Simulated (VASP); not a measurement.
Input of a VASP 6.6.1 run:

The input INCAR:

```
SYSTEM = GaAs
PREC = Accurate
ENCUT = 520
EDIFF = 1E-8
ISMEAR = 0
SIGMA = 0.01
LREAL = .FALSE.
LASPH = .TRUE.
NELM = 60
ALGO = Normal
ISIF = 2
LWAVE = .FALSE.
LCHARG = .TRUE.
GGA = PS
NBANDS = 16
IBRION = 8
NSW = 1
LEPSILON = .TRUE.
```

File KPOINTS:

```
Automatic mesh
0
G
  12 12 12
  0 0 0
```

File POSCAR:

```
GaAs
1.0
    0.0000000000      2.8297573507      2.8297573507
    2.8297573507      0.0000000000      2.8297573507
    2.8297573507      2.8297573507      0.0000000000
Ga As
1 1
Direct
    0.0000000000      0.0000000000      0.0000000000
    0.7500000000      0.7500000000      0.7500000000
```

Potentials or basis: VASP PAW PBE potentials, release 64 (Ga_d, As).

Run with:

```console
$ cat potpaw_PBE.64/Ga_d/POTCAR potpaw_PBE.64/As/POTCAR > POTCAR
$ mpirun -np 1 vasp_std > vasp.out
```

Problem. What does it give for the electronic dielectric tensor (diagonal)?

Solution. 21.19.

Problem. What does it give for the Born charges (mean of the diagonal)?

Solution. Ga +2.15; As -2.15 e.

Problem. What does it give for the highest phonon frequency at Γ, LO-TO splitting left out?

Solution. 263 cm⁻¹.

Born effective charge tensors (e):
atom 1, Ga
```
2.15 0.00 0.00
0.00 2.15 0.00
0.00 0.00 2.15
```
atom 2, As
```
-2.15  0.00  0.00
 0.00 -2.15  0.00
 0.00  0.00 -2.15
```
